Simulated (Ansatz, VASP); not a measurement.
# BP: VASP beside Ansatz

File INCAR:

```
PREC = Accurate ; ENCUT = 520
EDIFF = 1E-6 ; ISMEAR = 0
SIGMA = 0.01 ; LREAL = False
LASPH = True ; NELM = 80
ALGO = Normal ; ISIF = 2
LWAVE = False ; LCHARG = True
GGA = PS ; LELF = True
LVHAR = True ; NBANDS = 11
```

File KPOINTS:

```
Automatic mesh
0
Gamma
  6 6 6
```

POSCAR

```
BP
1.0
    0.0000000000      2.2383340787      2.2383340787
    2.2383340787      0.0000000000      2.2383340787
    2.2383340787      2.2383340787      0.0000000000
B P
1 1
Direct
    0.0000000000      0.0000000000      0.0000000000
    0.2500000000      0.2500000000      0.2500000000
```

Input for Ansatz:

```yaml
crystal:
  lattice:
    - [0.0, 2.2383340786623345, 2.2383340786623345]
    - [2.2383340786623345, 0.0, 2.2383340786623345]
    - [2.2383340786623345, 2.2383340786623345, 0.0]
  atoms:
    - { symbol: B, position: [0.0, 0.0, 0.0] }
    - { symbol: P, position: [0.25, 0.25, 0.25] }
basis:
  ecutwfc: 489.804952427784
kpoints:
  mp_grid:
    grid: [6, 6, 6]
hamiltonian:
  xc: pbesol
  pseudopotentials:
    kind: paw
scf:
  max_iter: 80
  occupations:
    method: fixed
output:
  stress: true
```

Alike in both runs: task single point; functional PBEsol; k mesh 6 × 6 × 6; no spin polarisation.

|  | VASP | Ansatz |
| --- | --- | --- |
| version | VASP 6.6.1 | Ansatz 0.2.0 |
| potentials or method | VASP PAW PBE potentials, release 64 (B, P), cutoff 520 eV | plane waves, PAW |
| occupations | gaussian, width 0.01 eV | fixed |
| valence electrons in the cell | 8 | 8 |

Ansatz gave:

* pressure (GPa): 5.3

Problem. Which values does VASP return?

Solution. Pressure (GPa): 5.4.

VASP's potentials were made for PBE, not for PBEsol.
